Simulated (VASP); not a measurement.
Runs of VASP 6.6.1 on BP. Symmetry: F-43m, No. 216, cubic system. The conventional cell has a = 4.537 Å, b = 4.537 Å, c = 4.537 Å, α = 90.00°, β = 90.00°, γ = 90.00°. B (site symmetry -43m) has 4 P at 1.96 Å within 2.6 Å. Within 2.6 Å of P (site symmetry -43m) lie 4 B at 1.96 Å. 

```csv
task,level,potentials or basis,k mesh,cutoff (eV),smearing,grid for exact exchange (PRECFOCK),share of exact exchange,screening parameter,GW scheme,GW iterations,gap on the mesh (eV),pressure (GPa)
single point,r2SCAN,"VASP PAW PBE potentials, release 64 (B, P)",6 × 6 × 6,520,gaussian 0.01 eV,-,-,-,-,-,1.54,-0.4
single point,PBE-based screened hybrid,"VASP PAW PBE potentials, release 64 (B, P)",4 × 4 × 4,520,gaussian 0.01 eV,Normal,0.2,0.1 1/Å,-,-,2.23,-0.6
single point,PBE,"VASP PAW PBE potentials, release 64 (B, P)","6 × 6 × 6, shifted",520,gaussian 0.01 eV,-,-,-,-,-,1.74,(a)
single point,PBE,"VASP PAW PBE potentials, release 64 (B, P)",6 × 6 × 6,520,methfessel-paxton 0.5 eV,-,-,-,-,-,1.33,1.2
single point,PBE,"VASP PAW PBE potentials, release 64 (B, P)",6 × 6 × 6,520,methfessel-paxton 0.05 eV,-,-,-,-,-,1.33,1.2
single point,PBE,"VASP PAW PBE potentials, release 64 (B, P)",6 × 6 × 6,520,gaussian 0.01 eV,-,-,-,-,-,1.33,1.2
single point,HSE06,"VASP PAW PBE potentials, release 64 (B, P)",4 × 4 × 4,520,gaussian 0.01 eV,Normal,-,0.2079 1/Å,-,-,2.09,-0.9
single point,LDA,"VASP PAW LDA potentials, release 64 (B, P)",4 × 4 × 4,500,gaussian 0.01 eV,-,-,-,-,-,(b),-4.1
single point,PBE-based screened hybrid,"VASP PAW PBE potentials, release 64 (B, P)",4 × 4 × 4,520,gaussian 0.01 eV,Normal,0.75,0.3 1/Å,-,-,(c),-5.7
```

Alike in all rows: no spin polarisation; cell a = 3.208 Å, angles 60.0°, 2 atoms.

Q: Fill in the values left out.

A: (a) 1.0; (b) 1.27; (c) 3.19.

Caveats: some runs use coarse meshes; the PAW data sets were made with another functional, which shifts forces and pressure a little (some runs).

A k mesh can miss the band edges.
